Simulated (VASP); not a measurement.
# Zn (Fm-3m) in VASP: further runs, part 2 of 2

VASP 6.6.1. Earlier steps stand in the parts before.

### 5 Single point, PBE

This run uses another cell than the first one, of 15.17 Å³/atom, 1.429 times its volume.

File INCAR:

```
PREC = Accurate ; ENCUT = 520
EDIFF = 1E-7 ; ISMEAR = -1
SIGMA = 0.05 ; LREAL = False
LASPH = True ; NELM = 100
ALGO = Normal ; ISIF = 2
LWAVE = False ; LCHARG = False
GGA = PE ; NBANDS = 12
```

File KPOINTS:

```
regular mesh
0
Gamma
  17 17 17
```

File POSCAR:

```
Zn
1.0
    0.0000000000      1.9648782227      1.9648782227
    1.9648782227      0.0000000000      1.9648782227
    1.9648782227      1.9648782227      0.0000000000
Zn
1
Direct
    0.0000000000      0.0000000000      0.0000000000
```

Potentials or basis: VASP PAW PBE potentials, release 64 (Zn).

The run is started by

```console
$ cat potpaw_PBE.64/Zn/POTCAR > POTCAR
$ mpirun -np 1 vasp_std > vasp.out
```

OUTCAR:

```text
PREC = Accurate
   ENCUT = 520
   EDIFF = 1E-7
   ISMEAR = -1
   LREAL = False
   LASPH = True
   NELM = 100
   ISIF = 2
   GGA = PE

 ion  position               nearest neighbor table
   1  0.000  0.000  0.000-

  LATTYP: Found a face centered cubic cell.
 ALAT       =     3.9297564454

  Lattice vectors:

 A1 = (   0.0000000000,   1.9648782227,   1.9648782227)
 A2 = (   1.9648782227,   0.0000000000,   1.9648782227)
 A3 = (   1.9648782227,   1.9648782227,   0.0000000000)

Analysis of symmetry for initial positions (statically):
=====================================================================
 Subroutine PRICEL returns:
 Original cell was already a primitive cell.

 Routine SETGRP: Setting up the symmetry group for a
 face centered cubic supercell.

 Subroutine GETGRP returns: Found 48 space group operations
 (whereof 48 operations were pure point group operations)
 out of a pool of 48 trial point group operations.

The static configuration has the point symmetry O_h .

Analysis of symmetry for dynamics (positions and initial velocities):
[... 160 lines left out ...]
 cond. band min:       3.1308354940   @ k =  -0.4118   0.3529   0.0000
 fundamental gap:      0.0641903382
 Fermi energy:         3.0730394108

 k-point     1 :       0.0000    0.0000    0.0000
  band No.  band energies     occupation
      1      -7.2701      2.00000
      2      -4.5348      2.00000
      3      -4.5348      2.00000
      4      -4.5348      2.00000
      5      -4.1553      2.00000
      6      -4.1553      2.00000
      7      21.3511      0.00000
      8      21.3511      0.00000
      9      21.3511      0.00000
     10      21.9739      0.00000
     11      24.1284      0.00000
     12      24.1284      0.00000
[... 331 lines left out ...]
 k-point    24 :      -0.1176    0.0588    0.0000
  band No.  band energies     occupation
      1      -6.6228      2.00000
      2      -4.5876      2.00000
      3      -4.4712      2.00000
      4      -4.4598      2.00000
      5      -4.1982      2.00000
      6      -4.1301      2.00000
      7      15.7028      0.00000
      8      17.8389      0.00000
      9      21.5017      0.00000
     10      22.2367      0.00000
     11      25.0459      0.00000
     12      25.6993      0.00000

 [... further k-points ...]
[... 5 lines left out ...]
  --------------------------------------------------------------------------------------
  -------------------------------------------------------------------------------------
  Total        0.0329772      0.0329772      0.0329772      0.0000000      0.0000000     -0.0000000
  in kB        3.4824719      3.4824719      3.4824719      0.0000000      0.0000000     -0.0000000
  external PRESSURE =       3.4824719 kB  Pullay stress =       0.0000000 kB

 VOLUME and BASIS-vectors are now :
 -----------------------------------------------------------------------------
  energy-cutoff  :      520.00
  volume of cell :       15.17
      direct lattice vectors                 reciprocal lattice vectors
     0.000000000  1.964878223  1.964878223    -0.254468696  0.254468696  0.254468696
     1.964878223  0.000000000  1.964878223     0.254468696 -0.254468696  0.254468696
     1.964878223  1.964878223  0.000000000     0.254468696  0.254468696 -0.254468696

 POSITION                                       TOTAL-FORCE (eV/Angst)
 -----------------------------------------------------------------------------------
      0.00000      0.00000      0.00000         0.000000      0.000000      0.000000
 -----------------------------------------------------------------------------------
    total drift:                               -0.000000      0.000000     -0.000000

  FREE ENERGIE OF THE ION-ELECTRON SYSTEM (eV)
  ---------------------------------------------------
  free  energy   TOTEN  =        -1.0880292634 eV

  energy  without entropy=       -1.0853179568  energy(sigma->0) =       -1.08667361
```

OSZICAR:

```text
N       E                     dE             d eps       ncg     rms          rms(c)
DAV:   1     0.420564301769E+02    0.42056E+02   -0.66543E+03  4100   0.159E+03
DAV:   2     0.102749645551E+00   -0.41954E+02   -0.39460E+02  4140   0.214E+02
DAV:   3    -0.118352620887E+01   -0.12863E+01   -0.12839E+01  4616   0.371E+01
DAV:   4    -0.118653598659E+01   -0.30098E-02   -0.30097E-02  4460   0.174E+00
DAV:   5    -0.118653820950E+01   -0.22229E-05   -0.22226E-05  4632   0.468E-02    0.279E+00
DAV:   6    -0.109476832016E+01    0.91770E-01   -0.49251E-01  4784   0.141E+01    0.213E+00
DAV:   7    -0.109009929144E+01    0.46690E-02   -0.91257E-03  4328   0.186E+00    0.108E+00
DAV:   8    -0.108802123739E+01    0.20781E-02   -0.11004E-03  4796   0.476E-01    0.363E-02
DAV:   9    -0.108802942223E+01   -0.81848E-05   -0.89586E-05  5348   0.127E-01    0.221E-02
DAV:  10    -0.108802949931E+01   -0.77080E-07   -0.53261E-06  4340   0.360E-02    0.158E-03
DAV:  11    -0.108802935315E+01    0.14616E-06   -0.11883E-07  3320   0.648E-03    0.572E-04
DAV:  12    -0.108802926338E+01    0.89776E-07   -0.16631E-08  2344   0.152E-03
   1 F= -.10880293E+01 E0= -.10866736E+01  d E =-.271131E-02
```

Run time: 11 s. Hardware: 1 thread of Intel Xeon 6975P-C, shared host; peak memory 0.15 GiB.

Results:

```
Free energy            : -1.0880 eV
Pressure               : 0.3 GPa
Band gap on the k mesh : zero (band 6 reaches 4.43 eV, above the bottom of band 7 at 1.82 eV)
```

### 6 Summary

| cell | gap on the mesh (eV) | pressure (GPa) |
| --- | --- | --- |
| a = 2.580 Å, angles 60.0°, 1 atom | none | 28.2 |
| a = 2.683 Å, angles 60.0°, 1 atom | none | 10.2 |
| a = 2.779 Å, angles 60.0°, 1 atom | none | 0.3 |

Alike in all rows: task single point; level PBE; potentials or basis VASP PAW PBE potentials, release 64 (Zn); no spin polarisation; k mesh 17 × 17 × 17; cutoff (eV) 520; smearing fermi-dirac 0.05 eV.

Total energies depend on the potentials used, so only differences within one code and one set of settings carry meaning.
